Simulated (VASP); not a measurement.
# BeAs2 (Fd-3m) in VASP: further runs

BeAs2 is run at these levels: PBE; tasks: single point.

All numbers are computed with VASP 6.6.1; they aren't measurements. Logs are shortened: lines on timing, memory, paths and dates and some standing lists are left out, and cuts for length are marked.

## 1. The cell of the first run

Symmetry: Fd-3m, No. 227, cubic system. The conventional cell has a = 7.349 Å, b = 7.349 Å, c = 7.349 Å, α = 90.00°, β = 90.00°, γ = 90.00°. Be (site symmetry -43m) has 12 As at 3.05 Å and 4 Be at 3.18 Å within 4.0 Å. Within 3.4 Å of As (site symmetry -3m) lie 6 As at 2.60 Å and 6 Be at 3.05 Å.

## 2. Single point, PBE

Input file INCAR:

```
PREC = Accurate
ENCUT = 520
EDIFF = 1E-6
ISMEAR = 0
SIGMA = 0.1
LREAL = False
LASPH = True
NELM = 100
ALGO = Normal
ISIF = 2
LWAVE = False
LCHARG = False
GGA = PE
NBANDS = 21
```

Input file KPOINTS:

```
regular mesh
0
Gamma
  4 4 4
```

Input file POSCAR:

```
BeAs2
1.0
    0.0000000000      3.6744587443      3.6744587443
    3.6744587443      0.0000000000      3.6744587443
    3.6744587443      3.6744587443      0.0000000000
Be As
2 4
Direct
    0.0000000000      0.0000000000      0.0000000000
    0.2500000000      0.2500000000      0.2500000000
    0.6250000000      0.6250000000      0.6250000000
    0.1250000000      0.6250000000      0.6250000000
    0.6250000000      0.6250000000      0.1250000000
    0.6250000000      0.1250000000      0.6250000000
```

Potentials or basis: VASP PAW PBE potentials, release 64 (Be, As).

On the command line:

```sh
cat potpaw_PBE.64/Be/POTCAR potpaw_PBE.64/As/POTCAR > POTCAR
mpirun -np 1 vasp_std > vasp.out
```

OUTCAR:

```text
PREC = Accurate
   ENCUT = 520
   EDIFF = 1E-6
   ISMEAR = 0
   LREAL = False
   LASPH = True
   NELM = 100
   ISIF = 2
   GGA = PE

 ion  position               nearest neighbor table
   1  0.000  0.000  0.000-
   2  0.250  0.250  0.250-
   3  0.625  0.625  0.625-   4 2.60   5 2.60   6 2.60   5 2.60   6 2.60   4 2.60
   4  0.125  0.625  0.625-   3 2.60   5 2.60   6 2.60   3 2.60   5 2.60   6 2.60
   5  0.625  0.625  0.125-   3 2.60   3 2.60   4 2.60   6 2.60   6 2.60   4 2.60
   6  0.625  0.125  0.625-   3 2.60   5 2.60   3 2.60   4 2.60   5 2.60   4 2.60

  LATTYP: Found a face centered cubic cell.
 ALAT       =     7.3489174886

  Lattice vectors:

 A1 = (   0.0000000000,   3.6744587443,   3.6744587443)
 A2 = (   3.6744587443,   0.0000000000,   3.6744587443)
 A3 = (   3.6744587443,   3.6744587443,   0.0000000000)

Analysis of symmetry for initial positions (statically):
=====================================================================
 Subroutine PRICEL returns:
 Original cell was already a primitive cell.

 Routine SETGRP: Setting up the symmetry group for a
 face centered cubic supercell.

 Subroutine GETGRP returns: Found 48 space group operations
 (whereof 24 operations were pure point group operations)
 out of a pool of 48 trial point group operations.

The static configuration has the point symmetry T_d .
 The point group associated with its full space group is O_h .

Analysis of symmetry for dynamics (positions and initial velocities):
=====================================================================
 Subroutine PRICEL returns:
 Original cell was already a primitive cell.

 Routine SETGRP: Setting up the symmetry group for a
 face centered cubic supercell.

 Subroutine GETGRP returns: Found 48 space group operations
 (whereof 24 operations were pure point group operations)
 out of a pool of 48 trial point group operations.

The dynamic configuration has the point symmetry T_d .
 The point group associated with its full space group is O_h .

 Subroutine INISYM returns: Found 48 space group operations
 (whereof 24 operations are pure point group operations),
 and found     1 'primitive' translations

----------------------------------------------------------------------------------------

                                     Primitive cell

  volume of cell :      99.2225

  direct lattice vectors                    reciprocal lattice vectors
     0.000000000  3.674458744  3.674458744    -0.136074463  0.136074463  0.136074463
     3.674458744  0.000000000  3.674458744     0.136074463 -0.136074463  0.136074463
     3.674458744  3.674458744  0.000000000     0.136074463  0.136074463 -0.136074463

  length of vectors
     5.196469391  5.196469391  5.196469391     0.235687883  0.235687883  0.235687883

  position of ions in fractional coordinates (direct lattice)
     0.000000000  0.000000000  0.000000000
     0.250000000  0.250000000  0.250000000
     0.625000000  0.625000000  0.625000000
     0.125000000  0.625000000  0.625000000
     0.625000000  0.625000000  0.125000000
     0.625000000  0.125000000  0.625000000

  ion indices of the primitive-cell ions
   primitive index   ion index
                 1           1
                 2           2
                 3           3
                 4           4
                 5           5
                 6           6

----------------------------------------------------------------------------------------

 KPOINTS: regular mesh

Automatic generation of k-mesh.
 Grid dimensions read from file:
 generate k-points for:    4    4    4

 Generating k-lattice:

  Cartesian coordinates                     Fractional coordinates (reciprocal lattice)
    -0.034018616  0.034018616  0.034018616     0.250000000  0.000000000  0.000000000
     0.034018616 -0.034018616  0.034018616     0.000000000  0.250000000  0.000000000
     0.034018616  0.034018616 -0.034018616     0.000000000  0.000000000  0.250000000

  Length of vectors
     0.058921971  0.058921971  0.058921971

  Shift w.r.t. Gamma in fractional coordinates (k-lattice)
     0.000000000  0.000000000  0.000000000

 Subroutine IBZKPT returns following result:
 ===========================================

 Found      8 irreducible k-points:

 Following reciprocal coordinates:
            Coordinates               Weight
  0.000000  0.000000  0.000000      1.000000
  0.250000  0.000000  0.000000      8.000000
  0.500000  0.000000  0.000000      4.000000
  0.250000  0.250000  0.000000      6.000000
  0.500000  0.250000  0.000000     24.000000
 -0.250000  0.250000  0.000000     12.000000
  0.500000  0.500000  0.000000      3.000000
 -0.250000  0.500000  0.250000      6.000000
   k-points           NKPTS =      8   k-points in BZ     NKDIM =      8   number of bands    NBANDS=     21
   number of dos      NEDOS =    301   number of ions     NIONS =      6
   total plane-waves  NPLWV =  64000
   dimension x,y,z NGX =    40 NGY =   40 NGZ =   40
   dimension x,y,z NGXF=    80 NGYF=   80 NGZF=   80
   ions per type =               2   4
   NGX,Y,Z   is equivalent  to a cutoff of  12.80, 12.80, 12.80 a.u.
   NGXF,Y,Z  is equivalent  to a cutoff of  25.59, 25.59, 25.59 a.u.
 SYSTEM =  unknown system
   PREC   = accura    normal or accurate (medium, high low for compatibility)
   ISTART =      0    job   : 0-new  1-cont  2-samecut
   ICHARG =      2    charge: 1-file 2-atom 10-const
   ISPIN  =      1    spin polarized calculation?
   LNONCOLLINEAR =      F non collinear calculations
   LSORBIT =      F    spin-orbit coupling
   LASPH  =      T    aspherical Exc in radial PAW
   ENCUT  =  520.0 eV  38.22 Ry    6.18 a.u.   9.66  9.66  9.66*2*pi/ulx,y,z
   NELM   =    100;   NELMIN=  2; NELMDL= -5     # of ELM steps
   EDIFF  = 0.1E-05   stopping-criterion for ELM
   LREAL  =      F    real-space projection
   EDIFFG = 0.1E-04   stopping-criterion for IOM
   NSW    =      0    number of steps for IOM
   IBRION =     -1    ionic relax: 0-MD 1-quasi-New 2-CG
   NFREE  =      0    steps in history (QN), initial steepest desc. (CG)
   ISIF   =      2    stress and relaxation
   ISYM   =      2    0-nonsym 1-usesym 2-fastsym
   POTIM  = 0.5000    time-step for ionic-motion
   TEBEG  =    0.0;   TEEND  =   0.0 temperature during run
   PSTRESS=    0.0 pullay stress
   NELECT =      24.0000    total number of electrons
   NUPDOWN=      -1.0000    fix difference up-down
   EMIN   =  10.00;   EMAX   =-10.00  energy-range for DOS
   EFERMI =   0.00;   METHOD = LEGACY
   ISMEAR =     0;   SIGMA  =   0.10  broadening in eV -4-tet -1-fermi 0-gaus
   EFERMI_NEDOS =   21; number of points for ismear=-14 and -15
   IALGO  =     38    algorithm
   IMIX   =      4    mixing-type and parameters
     AMIX     =   0.40;   BMIX     =  1.00
     AMIX_MAG =   1.60;   BMIX_MAG =  1.00
  volume/ion in A,a.u.               =      16.54       111.60
  Fermi-wavevector in a.u.,A,eV,Ry     =   1.020020  1.927558 14.156047  1.040440
  Thomas-Fermi vector in A             =   2.153566
   LORBIT       =      0    0 simple, 1 ext, 2 COOP (PROOUT), +10 PAW based schemes
   GGA     = PE    functional components
   LHFCALC =     F    Hartree Fock is set to
   AEXX    =    0.0000 exact exchange contribution
   IVDW    =     0    specifies the selected vdW correction
   LEPSILON=     F    determine dielectric tensor
   LRPA    =     F    only Hartree local field effects (RPA)
 non-spin polarized calculation
 Gauss-broadening in eV      SIGMA  =   0.10
  energy-cutoff  :      520.00
  volume of cell :       99.22
 maximum number of plane-waves:      2698
 NGX is ok and might be reduce to    40
   NGX = 19   NGY = 19   NGZ = 19

 number of electron      23.9999999 magnetization

 Free energy of the ion-electron system (eV)
  ---------------------------------------------------
  ext. energy  EPLUGINS =         0.00000000
  ---------------------------------------------------
  free energy    TOTEN  =       -19.93382566 eV

  energy without entropy =      -19.90905106  energy(sigma->0) =      -19.92143836

 E-fermi :   5.9061     XC(G=0): -10.3433

 val. band max:        5.8357724229   @ k =   0.5000   0.5000   0.0000
 cond. band min:       5.9460886788   @ k =  -0.2500   0.2500   0.0000
 fundamental gap:      0.1103162559
 Fermi energy:         5.9061228877

 k-point     1 :       0.0000    0.0000    0.0000
  band No.  band energies     occupation
      1      -9.5129      2.00000
      2      -2.6905      2.00000
      3      -2.6905      2.00000
      4      -2.6905      2.00000
      5      -2.3265      2.00000
      6       0.6464      2.00000
[... 13 lines left out ...]
     20      11.6868      0.00000
     21      11.6868      0.00000

 k-point     2 :       0.2500    0.0000    0.0000
  band No.  band energies     occupation
      1      -9.1421      2.00000
      2      -5.0662      2.00000
      3      -2.9486      2.00000
      4      -2.9486      2.00000
      5      -1.0805      2.00000
      6       1.1186      2.00000
[... 13 lines left out ...]
     20      11.6079      0.00000
     21      11.7912      0.00000

 k-point     3 :       0.5000    0.0000    0.0000
  band No.  band energies     occupation
      1      -8.5292      2.00000
      2      -6.4780      2.00000
      3      -3.1497      2.00000
      4      -3.1497      2.00000
      5      -1.2382      2.00000
      6       1.1223      2.00000
[... 13 lines left out ...]
     20      11.8737      0.00000
     21      11.8810      0.00000

 k-point     4 :       0.2500    0.2500    0.0000
  band No.  band energies     occupation
      1      -8.9995      2.00000
      2      -5.2806      2.00000
      3      -3.3387      2.00000
      4      -3.3387      2.00000
      5      -0.1311      2.00000
      6       0.0691      2.00000
[... 13 lines left out ...]
     20      11.7411      0.00000
     21      11.7411      0.00000

 k-point     5 :       0.5000    0.2500    0.0000
  band No.  band energies     occupation
      1      -8.2766      2.00000
      2      -6.6528      2.00000
      3      -3.9052      2.00000
      4      -3.5041      2.00000
      5      -0.1934      2.00000
      6       1.3004      2.00000
[... 13 lines left out ...]
     20      10.1344      0.00000
     21      10.9744      0.00000

 k-point     6 :      -0.2500    0.2500    0.0000
  band No.  band energies     occupation
      1      -8.5797      2.00000
      2      -6.1973      2.00000
      3      -3.9240      2.00000
      4      -3.1741      2.00000
      5      -0.1466      2.00000
      6       1.3500      2.00000
[... 13 lines left out ...]
     20      10.8439      0.00000
     21      11.1159      0.00000

 k-point     7 :       0.5000    0.5000    0.0000
  band No.  band energies     occupation
      1      -7.5235      2.00000
      2      -7.5235      2.00000
      3      -3.7795      2.00000
      4      -3.7795      2.00000
      5      -0.3223      2.00000
      6      -0.3223      2.00000
[... 13 lines left out ...]
     20       9.7750      0.00000
     21      10.1300      0.00000

 k-point     8 :      -0.2500    0.5000    0.2500
  band No.  band energies     occupation
      1      -7.5060      2.00000
      2      -7.5060      2.00000
      3      -3.9699      2.00000
      4      -3.9699      2.00000
      5       1.2703      2.00000
      6       1.2703      2.00000
[... 13 lines left out ...]
     20      10.2965      0.00000
     21      10.8752      0.00000

------------------------ aborting loop because EDIFF is reached ----------------------------------------

  FORCE on cell =-STRESS in cart. coord.  units (eV):
  Direction    XX          YY          ZZ          XY          YZ          ZX
  --------------------------------------------------------------------------------------
  -------------------------------------------------------------------------------------
  Total        7.3768774      7.3768774      7.3768774      0.0000000      0.0000000      0.0000000
  in kB      119.1168028    119.1168028    119.1168028      0.0000000      0.0000000      0.0000000
  external PRESSURE =     119.1168028 kB  Pullay stress =       0.0000000 kB

 VOLUME and BASIS-vectors are now :
 -----------------------------------------------------------------------------
  energy-cutoff  :      520.00
  volume of cell :       99.22
      direct lattice vectors                 reciprocal lattice vectors
     0.000000000  3.674458744  3.674458744    -0.136074463  0.136074463  0.136074463
     3.674458744  0.000000000  3.674458744     0.136074463 -0.136074463  0.136074463
     3.674458744  3.674458744  0.000000000     0.136074463  0.136074463 -0.136074463

 POSITION                                       TOTAL-FORCE (eV/Angst)
 -----------------------------------------------------------------------------------
      0.00000      0.00000      0.00000         0.000000      0.000000      0.000000
      1.83723      1.83723      1.83723        -0.000000     -0.000000     -0.000000
      4.59307      4.59307      4.59307        -0.000000      0.000000     -0.000000
      4.59307      2.75584      2.75584        -0.000000      0.000000     -0.000000
      2.75584      2.75584      4.59307        -0.000000      0.000000     -0.000000
      2.75584      4.59307      2.75584        -0.000000      0.000000     -0.000000
 -----------------------------------------------------------------------------------
    total drift:                                0.000000      0.000000      0.000000

  FREE ENERGIE OF THE ION-ELECTRON SYSTEM (eV)
  ---------------------------------------------------
  free  energy   TOTEN  =       -19.9338256555 eV

  energy  without entropy=      -19.9090510586  energy(sigma->0) =      -19.92143836
```

Wall time 15 s (1 thread of AMD EPYC 9R45 (Zen 5), shared host); peak memory 0.2 GiB.

Results:

* Free energy: -19.9338 eV
* Pressure: 11.9 GPa
* Band gap on the k mesh: zero (bands 12 and 13 overlap by 1.49 eV)

Caveat: the k points lie up to 0.37 Å⁻¹ apart, too coarse for converged energies and pressures of a metal.

## 3. Single point, PBE

This run uses another cell than the first one, of 18.83 Å³/atom.

Input file INCAR:

```
SYSTEM = BeAs2
PREC = Accurate ; ENCUT = 520
EDIFF = 1E-7 ; ISMEAR = 0
SIGMA = 0.1 ; LREAL = .FALSE.
LASPH = .TRUE. ; NELM = 60
ALGO = Normal ; ISIF = 2
LWAVE = .FALSE. ; LCHARG = .TRUE.
GGA = PE ; LELF = .TRUE.
LVHAR = .TRUE. ; NBANDS = 21
```

Input file KPOINTS:

```
regular mesh
0
G
  4 4 4
  0 0 0
```

POSCAR, as its differences from that of step 2:

```diff
@@ -2,5 +2,5 @@
 1.0
-    0.0000000000      3.6744587443      3.6744587443
-    3.6744587443      0.0000000000      3.6744587443
-    3.6744587443      3.6744587443      0.0000000000
+    0.0000000000      3.8370341217      3.8370341217
+    3.8370341217      0.0000000000      3.8370341217
+    3.8370341217      3.8370341217      0.0000000000
 Be As
```

Potentials or basis: VASP PAW PBE potentials, release 64 (Be, As).

On the command line:

```sh
cat potpaw_PBE.64/Be/POTCAR potpaw_PBE.64/As/POTCAR > POTCAR
mpirun -np 1 vasp_std > vasp.out
```

Run time: 19 s. Hardware: 1 thread of AMD EPYC 9R45 (Zen 5), shared host; peak memory 0.2 GiB.

The run converged. Its results:

```
Free energy            : -20.3900 eV
Pressure               : 0.0 GPa
Band gap on the k mesh : zero (bands 12 and 13 overlap by 1.09 eV)
```

Levels at points of the mesh, in eV from the Fermi level:
```
           k point  band 10  band 11  band 12  band 13  band 14  band 15
(0.00, 0.00, 0.00)    -2.39    -2.39     0.40     0.40     0.40     0.97
(0.50, 0.00, 0.00)    -0.83    -0.83    -0.47    -0.47    -0.46     2.42
(0.50, 0.50, 0.00)    -1.10    -0.41    -0.41    -0.01    -0.01     2.33
```

The gap in the log of VASP goes by the Fermi energy; the results here count the filled bands.